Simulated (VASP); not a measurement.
**SiB6: relaxation of cell and atoms with PBE**

Crystal: SiB6.

```
Si B
1.0
     2.92408    1.68822    2.49656
    -2.92408    1.68822    2.49656
     0.00000   -3.37643    2.49656
Si B
1 6
Direct
  0.12989 0.12989 0.12989
  0.48816 0.48816 0.17838
  0.47063 0.47063 0.77449
  0.77449 0.47063 0.47063
  0.17838 0.48816 0.48816
  0.48816 0.17838 0.48816
  0.47063 0.77449 0.47063
```

```yaml
Program: VASP 6.6.1
Task: relaxation of cell and atoms
Functional: PBE
Potentials_or_basis: VASP PAW PBE potentials, release 64 (Si, B)
Cutoff: 600 eV
k_mesh: 6 × 6 × 6
Occupations: gaussian, width 0.1 eV
Spin: no spin polarisation
Dipole_correction: no
Further_INCAR_settings: ALGO = Normal; EDIFF = 1e-07; IBRION = 2; EDIFFG = -0.01; NSW = 100; ISIF = 3
```

- Relaxed volume: 10.56 Å³/atom
- Relaxed cell: a = 4.199 Å, b = 4.199 Å, c = 4.199 Å, α = 88.27°, β = 88.27°, γ = 88.27°
- Space group after relaxing (to 0.05 Å): R3m (No. 160)
- Energy gained by relaxing: 0.0 meV/atom
- Ionic steps: 3
- Pressure after relaxing: 0.0 GPa
- Largest force after relaxing: 0.008 eV/Å

Forces in eV/Å, atoms in the order of the input:
```
Si   0.000  0.000  0.008
B    0.000 -0.004  0.004
B    0.000  0.000 -0.007
B    0.000  0.000 -0.007
B    0.004  0.002  0.004
B   -0.004  0.002  0.004
B    0.000  0.000 -0.007
```

Final structure:
```
Si B
1.0
     2.92391    1.68812    2.49605
    -2.92391    1.68812    2.49605
     0.00000   -3.37625    2.49605
Si B
1 6
Direct
  0.12995 0.12995 0.12995
  0.48814 0.48814 0.17829
  0.47058 0.47058 0.77464
  0.77464 0.47058 0.47058
  0.17829 0.48814 0.48814
  0.48814 0.17829 0.48814
  0.47058 0.77464 0.47058
```

Levels at points of the mesh, in eV from the Fermi level:
```
           k point  band 8  band 9  band 10  band 11  band 12  band 13  band 14  band 15
(0.00, 0.00, 0.00)   -1.59   -0.53    -0.11    -0.11     1.53     1.53     3.24     4.43
(0.50, 0.00, 0.00)   -2.28   -2.19    -1.55    -0.07    -0.02     3.30     4.10     4.77
(0.50, 0.50, 0.00)   -2.49   -1.70    -1.56    -0.99     1.86     2.14     4.64     5.79
(0.50, 0.50, 0.50)   -1.78   -1.37    -1.37    -0.70     4.89     4.89     4.89     7.12
```

It took 32 s on 1 thread of Intel(R) Xeon(R) 6975P-C (Granite Rapids), with other jobs on the host, peak memory 0.21 GiB.
